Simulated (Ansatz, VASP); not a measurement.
**PbF2 in VASP and in Ansatz**

The input POSCAR:

```
PbF2
1.0
    0.0000000000      2.9698500000      2.9698500000
    2.9698500000      0.0000000000      2.9698500000
    2.9698500000      2.9698500000      0.0000000000
Pb F
1 2
Direct
    0.1458028863     -0.0486009621     -0.0486009621
    0.2500000000      0.2500000000      0.2500000000
    0.7500000000      0.7500000000      0.7500000000
```

File INCAR.step1:

```
SYSTEM = PbF2
ALGO = Normal
EDIFF = 1E-4
ENCUT = 520
GGA = PE
ISMEAR = 0
LASPH = .True.
LCHARG = .False.
LREAL = .False.
LWAVE = .True.
NBANDS = 21
NELM = 60
PREC = Accurate
SIGMA = 0.05
```

Contents of INCAR.step2:

```
SYSTEM = PbF2
ALGO = Normal
EDIFF = 1E-7
ENCUT = 520
ISIF = 2
ISMEAR = 0
ISTART = 1
LASPH = .True.
LCHARG = .True.
LELF = .True.
LMIXTAU = .True.
LREAL = .False.
LVHAR = .True.
LWAVE = .False.
METAGGA = R2SCAN
NBANDS = 21
NELM = 60
PREC = Accurate
SIGMA = 0.05
```

KPOINTS

```
k-points
0
Gamma
  8 8 8
  0 0 0
```

Input for Ansatz:

```yaml
crystal:
  lattice:
    - [0.0, 2.96985, 2.96985]
    - [2.96985, 0.0, 2.96985]
    - [2.96985, 2.96985, 0.0]
  atoms:
    - { symbol: Pb, position: [0.1458028863, -0.0486009621, -0.0486009621] }
    - { symbol: F, position: [0.25, 0.25, 0.25] }
    - { symbol: F, position: [0.75, 0.75, 0.75] }
basis:
  ecutwfc: 500
kpoints:
  mp_grid: { grid: [8, 8, 8] }
hamiltonian:
  xc: r2scan
scf:
  occupations: { method: gaussian, width: 0.05 }
output:
  forces: true
  stress: true
  eigenvalues: true
```

Change from the starting cell: all Pb atoms moved -0.500 Å, as atom 1 towards its neighbour atom 2 (F) at 2.572 Å.

Alike in both runs: task single point; functional r2SCAN; k mesh 8 × 8 × 8; occupations gaussian, width 0.05 eV; no spin polarisation.

```csv
,VASP,Ansatz
version,VASP 6.6.1,Ansatz 0.2.0
potentials or method,"VASP PAW PBE potentials, release 64 (Pb_d, F), cutoff 520 eV","scalar-relativistic, plane waves, PAW"
valence electrons in the cell,28,28
```

Ansatz gave:

```
gap on the k mesh at the Fermi level (eV)                     : 4.97
least direct gap on the mesh (eV)                             : 5.21
pressure (GPa)                                                : 6.1
traceless stress, the component that is largest in VASP (GPa) : -3.97
rms of the force components (eV/Å)                            : 1.012
```

Question: Which values does VASP return?

Answer: gap on the k mesh at the Fermi level (eV): 4.96; least direct gap on the mesh (eV): 5.21; pressure (GPa): 6.3; traceless stress, the component that is largest in VASP (GPa): -4.21; rms of the force components (eV/Å): 1.085.

VASP's potentials were made for PBE, not for r2SCAN. Atom by atom the forces differ by 0.074 eV/Å (rms over components).

Neither program's run includes spin-orbit coupling.
